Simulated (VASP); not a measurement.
# CoO (F-43m) in VASP: notebook, part 2 of 3

VASP 6.6.1. Earlier steps stand in the parts before.

## (3) Single point, PBE+U, collinear spin, ferromagnetic start

This run uses another cell than the first one, of 12.45 Å³/atom.

INCAR

```
SYSTEM = CoO
PREC = Accurate
ENCUT = 520
EDIFF = 1E-6
ISMEAR = 0
SIGMA = 0.1
LREAL = .False.
LASPH = .True.
NELM = 150
ALGO = Normal
ISIF = 2
LWAVE = .False.
LCHARG = .False.
ISPIN = 2
MAGMOM = 2.64 0.26
LORBIT = 11
LMAXMIX = 4
LDAU = .True.
LDAUTYPE = 2
LDAUL = 2 -1
LDAUU = 3.32 0
LDAUJ = 0 0
LDAUPRINT = 1
GGA = PE
NBANDS = 18
```

KPOINTS

```
regular mesh
0
Gamma
  8 8 8
  0 0 0
```

POSCAR

```
CoO
1.0
    0.0000000000      2.3176680284      2.3176680284
    2.3176680284      0.0000000000      2.3176680284
    2.3176680284      2.3176680284      0.0000000000
Co O
1 1
Direct
    0.0000000000      0.0000000000      0.0000000000
    0.2500000000      0.2500000000      0.2500000000
```

Potentials or basis: VASP PAW PBE potentials, release 64 (Co, O).

Launch:

```
$ cat potpaw_PBE.64/Co/POTCAR potpaw_PBE.64/O/POTCAR > POTCAR
$ mpirun -np 1 vasp_std > vasp.out
```

OUTCAR:

```text
SYSTEM = CoO
   PREC = Accurate
   ENCUT = 520
   EDIFF = 1E-6
   ISMEAR = 0
   LREAL = .False.
   LASPH = .True.
   NELM = 150
   ISIF = 2
   ISPIN = 2
   LORBIT = 11
   GGA = PE

 ion  position               nearest neighbor table
   1  0.000  0.000  0.000-   2 2.01   2 2.01   2 2.01   2 2.01
   2  0.250  0.250  0.250-   1 2.01   1 2.01   1 2.01   1 2.01

  LATTYP: Found a face centered cubic cell.
 ALAT       =     4.6353360568

  Lattice vectors:

 A1 = (   0.0000000000,   2.3176680284,   2.3176680284)
 A2 = (   2.3176680284,   0.0000000000,   2.3176680284)
 A3 = (   2.3176680284,   2.3176680284,   0.0000000000)

Analysis of symmetry for initial positions (statically):
=====================================================================
 Subroutine PRICEL returns:
 Original cell was already a primitive cell.

 Routine SETGRP: Setting up the symmetry group for a
 face centered cubic supercell.

 Subroutine GETGRP returns: Found 24 space group operations
 (whereof 24 operations were pure point group operations)
 out of a pool of 48 trial point group operations.

The static configuration has the point symmetry T_d .

Analysis of symmetry for dynamics (positions and initial velocities):
=====================================================================
 Subroutine PRICEL returns:
 Original cell was already a primitive cell.

 Routine SETGRP: Setting up the symmetry group for a
 face centered cubic supercell.

 Subroutine GETGRP returns: Found 24 space group operations
 (whereof 24 operations were pure point group operations)
 out of a pool of 48 trial point group operations.

The dynamic configuration has the point symmetry T_d .

Analysis of structural, dynamic, and magnetic symmetry:
=====================================================================
 Subroutine PRICEL returns:
 Original cell was already a primitive cell.

 Routine SETGRP: Setting up the symmetry group for a
 face centered cubic supercell.

 Subroutine GETGRP returns: Found 24 space group operations
 (whereof 24 operations were pure point group operations)
 out of a pool of 48 trial point group operations.

The overall configuration has the point symmetry T_d .

 Subroutine INISYM returns: Found 24 space group operations
 (whereof 24 operations are pure point group operations),
 and found     1 'primitive' translations

----------------------------------------------------------------------------------------

                                     Primitive cell

  volume of cell :      24.8991

  direct lattice vectors                    reciprocal lattice vectors
     0.000000000  2.317668028  2.317668028    -0.215734089  0.215734089  0.215734089
     2.317668028  0.000000000  2.317668028     0.215734089 -0.215734089  0.215734089
     2.317668028  2.317668028  0.000000000     0.215734089  0.215734089 -0.215734089

  length of vectors
     3.277677559  3.277677559  3.277677559     0.373662403  0.373662403  0.373662403
[... 112 lines left out ...]
   AEXX    =    0.0000 exact exchange contribution
   IVDW    =     0    specifies the selected vdW correction
   LEPSILON=     F    determine dielectric tensor
   LRPA    =     F    only Hartree local field effects (RPA)
 spin polarized calculation
 Gauss-broadening in eV      SIGMA  =   0.10
  energy-cutoff  :      520.00
  volume of cell :       24.90
 maximum number of plane-waves:       692
   NGX = 13   NGY = 13   NGZ = 13

atom =   1  type =  1  l = 2

 onsite density matrix

spin component  1

  0.9865  0.0000 -0.0000 -0.0000  0.0000
  0.0000  0.9865 -0.0000  0.0000 -0.0000
 -0.0000 -0.0000  0.9696  0.0000 -0.0000
 -0.0000  0.0000  0.0000  0.9865  0.0000
  0.0000 -0.0000 -0.0000  0.0000  0.9696

spin component  2

  0.1158 -0.0000 -0.0000 -0.0000 -0.0000
 -0.0000  0.1158 -0.0000 -0.0000  0.0000
 -0.0000 -0.0000  0.9526 -0.0000  0.0000
 -0.0000 -0.0000 -0.0000  0.1158  0.0000
 -0.0000  0.0000  0.0000  0.0000  0.9526

 occupancies and eigenvectors

  o =  0.1158  v =  0.0000  0.0000  0.0000  0.0000  0.0000  0.1166  0.9932 -0.0000  0.0034 -0.0000      0.0000  0.0000  0.0000  0.0000  0.0000  0.0000  0.0000  0.0000  0.0000  0.0000
  o =  0.1158  v =  0.0000  0.0000  0.0000  0.0000  0.0000 -0.9932  0.1166 -0.0000  0.0004 -0.0000      0.0000  0.0000  0.0000  0.0000  0.0000  0.0000  0.0000  0.0000  0.0000  0.0000
  o =  0.1158  v =  0.0000  0.0000  0.0000  0.0000  0.0000  0.0000  0.0034  0.0000 -1.0000 -0.0000      0.0000  0.0000  0.0000  0.0000  0.0000  0.0000  0.0000  0.0000  0.0000  0.0000
  o =  0.9526  v =  0.0000  0.0000  0.0000  0.0000  0.0000  0.0000 -0.0000  0.9384  0.0000 -0.3455      0.0000  0.0000  0.0000  0.0000  0.0000  0.0000  0.0000  0.0000  0.0000  0.0000
  o =  0.9526  v =  0.0000  0.0000  0.0000  0.0000  0.0000  0.0000 -0.0000 -0.3455  0.0000 -0.9384      0.0000  0.0000  0.0000  0.0000  0.0000  0.0000  0.0000  0.0000  0.0000  0.0000
  o =  0.9696  v =  0.0000  0.0000  0.9858 -0.0000  0.1679  0.0000  0.0000  0.0000  0.0000  0.0000      0.0000  0.0000  0.0000  0.0000  0.0000  0.0000  0.0000  0.0000  0.0000  0.0000
  o =  0.9696  v =  0.0000 -0.0000 -0.1679 -0.0000  0.9858  0.0000  0.0000  0.0000  0.0000  0.0000      0.0000  0.0000  0.0000  0.0000  0.0000  0.0000  0.0000  0.0000  0.0000  0.0000
  o =  0.9865  v =  0.0000 -0.0027  0.0000  1.0000  0.0000  0.0000  0.0000  0.0000  0.0000  0.0000      0.0000  0.0000  0.0000  0.0000  0.0000  0.0000  0.0000  0.0000  0.0000  0.0000
  o =  0.9865  v =  1.0000  0.0000  0.0000  0.0000  0.0000  0.0000  0.0000  0.0000  0.0000  0.0000      0.0000  0.0000  0.0000  0.0000  0.0000  0.0000  0.0000  0.0000  0.0000  0.0000
  o =  0.9865  v =  0.0000  1.0000 -0.0000  0.0027 -0.0000  0.0000  0.0000  0.0000  0.0000  0.0000      0.0000  0.0000  0.0000  0.0000  0.0000  0.0000  0.0000  0.0000  0.0000  0.0000

 number of electron      14.9999989 magnetization       3.0001802

 Free energy of the ion-electron system (eV)
  ---------------------------------------------------
  ext. energy  EPLUGINS =         0.00000000
  ---------------------------------------------------
  free energy    TOTEN  =       -12.14941625 eV

  energy without entropy =      -12.14941621  energy(sigma->0) =      -12.14941623

 E-fermi :   4.8634     XC(G=0): -10.6507

 val. band max:        4.5608465997   @ k =   0.0000   0.0000   0.0000
 cond. band min:       5.1481265739   @ k =   0.0000   0.0000   0.0000
 fundamental gap:      0.5872799742
 Fermi energy:         4.8633890963

 spin component 1

 k-point     1 :       0.0000    0.0000    0.0000
  band No.  band energies     occupation
      1     -13.8389      1.00000
      2      -1.4713      1.00000
      3      -1.4713      1.00000
      4      -1.4712      1.00000
      5       1.4601      1.00000
      6       1.4602      1.00000
[... 1001 lines left out ...]
     17      30.2445      0.00000
     18      30.5604      0.00000

 [... further k-points ...]

------------------------ aborting loop because EDIFF is reached ----------------------------------------

  FORCE on cell =-STRESS in cart. coord.  units (eV):
  Direction    XX          YY          ZZ          XY          YZ          ZX
  --------------------------------------------------------------------------------------
  -------------------------------------------------------------------------------------
  Total       -0.2285604     -0.2285604     -0.2285604      0.0000000      0.0000000      0.0000000
  in kB      -14.7071270    -14.7071270    -14.7071270      0.0000000      0.0000000      0.0000000
  external PRESSURE =     -14.7071270 kB  Pullay stress =       0.0000000 kB

 VOLUME and BASIS-vectors are now :
 -----------------------------------------------------------------------------
  energy-cutoff  :      520.00
  volume of cell :       24.90
      direct lattice vectors                 reciprocal lattice vectors
     0.000000000  2.317668028  2.317668028    -0.215734089  0.215734089  0.215734089
     2.317668028  0.000000000  2.317668028     0.215734089 -0.215734089  0.215734089
     2.317668028  2.317668028  0.000000000     0.215734089  0.215734089 -0.215734089

 POSITION                                       TOTAL-FORCE (eV/Angst)
 -----------------------------------------------------------------------------------
      0.00000      0.00000      0.00000         0.000000      0.000000      0.000000
      1.15883      1.15883      1.15883        -0.000000     -0.000000     -0.000000
 -----------------------------------------------------------------------------------
    total drift:                                0.000001      0.000001      0.000001

  FREE ENERGIE OF THE ION-ELECTRON SYSTEM (eV)
  ---------------------------------------------------
  free  energy   TOTEN  =       -12.1494162476 eV

  energy  without entropy=      -12.1494162135  energy(sigma->0) =      -12.14941623

 total charge

# of ion       s       p       d       tot
------------------------------------------
    1        0.338   0.396   7.127   7.862
    2        1.546   3.453   0.000   4.999
--------------------------------------------------
tot          1.884   3.849   7.127  12.861

 magnetization (x)

# of ion       s       p       d       tot
------------------------------------------
    1        0.020   0.045   2.644   2.709
    2        0.014   0.167   0.000   0.182
--------------------------------------------------
tot          0.035   0.213   2.644   2.891
```

stdout:

```text
POSCAR found type information on POSCAR CoO
 POSCAR found :  2 types and       2 ions
 scaLAPACK will be used
 LDA part: xc-table for (Slater+PW92), standard interpolation
 POSCAR, INCAR and KPOINTS ok, starting setup
 FFT: planning ... GRIDC
 FFT: planning ... GRID_SOFT
 FFT: planning ... GRID
 WAVECAR not read
 entering main loop
```

Wall time 20 s (1 thread of AMD EPYC 9R45 (Zen 5), shared host); peak memory 0.13 GiB.

What came out:

- Free energy: -12.1494 eV
- Pressure: -1.5 GPa
- Band gap on the k mesh: 0.59 eV
- Net moment: 3.00 μB per cell
- Site moments: Co +2.71; O +0.18 μB
- Valence electrons inside the program's atomic spheres: Co 7.86; O 5.00

Eigenvalues of the final occupation matrices:
| site | spin | trace | eigenvalues |
| --- | --- | --- | --- |
| site 1 d | 1 | 4.90 | 0.97 0.97 0.99 0.99 0.99 |
| site 1 d | 2 | 2.25 | 0.12 0.12 0.12 0.95 0.95 |

Caveat: a cell with one magnetic atom can't hold antiferromagnetic order, which such compounds often take.

## (4) Relaxation of cell and atoms, PBE+U, collinear spin, ferromagnetic start

INCAR

```
ALGO = Normal
EDIFF = 1E-7
EDIFFG = -0.05
ENCUT = 600
GGA = PE
IBRION = 2
ISIF = 3
ISMEAR = 0
ISPIN = 2
LASPH = T
LCHARG = F
LDAU = T
LDAUJ = 0 0
LDAUL = 2 -1
LDAUPRINT = 1
LDAUTYPE = 2
LDAUU = 3.32 0
LMAXMIX = 4
LORBIT = 11
LREAL = F
LWAVE = F
MAGMOM = 2.64 0.26
NELM = 150
NSW = 100
PREC = Accurate
SIGMA = 0.1
```

KPOINTS

```
k-points
0
Gamma
  8 8 8
```

POSCAR

```
CoO
1.0
    0.0000000000      2.2103298239      2.2103298239
    2.2103298239      0.0000000000      2.2103298239
    2.2103298239      2.2103298239      0.0000000000
Co O
1 1
Direct
    0.0000000000      0.0000000000      0.0000000000
    0.2500000000      0.2500000000      0.2500000000
```

Launch:

```
$ cat potpaw_PBE.64/Co/POTCAR potpaw_PBE.64/O/POTCAR > POTCAR
$ mpirun -np 1 vasp_std > vasp.out
```

Wall time 51 s (1 thread of AMD EPYC 9R45 (Zen 5), shared host); peak memory 0.15 GiB.

It converged, with:

| Quantity | Value |
| --- | --- |
| Free energy | -12.1475 eV |
| Relaxed volume | 12.30 Å³/atom |
| Relaxed cell | a = 3.265 Å, b = 3.265 Å, c = 3.265 Å, α = 60.00°, β = 60.00°, γ = 60.00° |
| Space group after relaxing (to 0.1 Å) | F-43m (No. 216) |
| Energy gained by relaxing | 92.5 meV/atom |
| Ionic steps | 3 |
| Pressure after relaxing | 0.0 GPa |
| Band gap on the k mesh | 0.58 eV |
| Net moment | 3.00 μB per cell |
| Site moments | Co +2.71; O +0.18 μB |
| Valence electrons inside the program's atomic spheres | Co 7.88; O 5.00 |

Step by step:
| step | energy change (eV) | largest force (eV/Å) | pressure (GPa) | volume (Å³) |
| --- | --- | --- | --- | --- |
| 1 | 0.0000 | 0.0000 | 22.06 | 21.60 |
| 2 | -0.1290 | 0.0000 | -8.45 | 26.59 |
| 3 | -0.1849 | 0.0000 | 0.01 | 24.61 |

Final structure:
```
Co O
1.0
     0.00000    2.30853    2.30853
     2.30853    0.00000    2.30853
     2.30853    2.30853    0.00000
Co O
1 1
Cartesian
  0.0000 0.0000 0.0000
  1.1543 1.1543 1.1543
```

Levels at points of the mesh, in eV from the valence-band top:
Spin up:
```
           k point  band 5  band 6  band 7  band 8  band 9  band 10  band 11  band 12
(0.00, 0.00, 0.00)   -3.12   -3.12    0.00    0.00    0.00     0.58    14.13    14.13
(0.50, 0.00, 0.00)   -3.77   -3.18   -3.18   -0.74   -0.74     5.91     7.24    13.35
(0.50, 0.50, 0.00)   -4.27   -2.87   -2.27   -2.27   -2.04     5.11     9.93    11.01
```
Spin down:
```tsv
k point	band 2	band 3	band 4	band 5	band 6	band 7	band 8	band 9	band 10	band 11
(0.00, 0.00, 0.00)	-3.31	-3.31	-3.31	-1.56	-1.56	1.30	4.20	4.20	4.20	14.68
(0.50, 0.00, 0.00)	-5.20	-3.53	-3.53	-1.00	-1.00	2.22	3.42	3.42	6.52	8.44
(0.50, 0.50, 0.00)	-5.57	-3.18	-3.18	-1.26	-0.71	1.14	2.91	2.91	7.10	10.75
```

Eigenvalues of the final occupation matrices:
```tsv
site	spin	trace	eigenvalues
site 1 d	1	4.90	0.97 0.97 0.99 0.99 0.99
site 1 d	2	2.26	0.12 0.12 0.12 0.95 0.95
```

Caveat: a cell with one magnetic atom can't hold antiferromagnetic order, which such compounds often take.

(Part 2 of 3 ends here.)
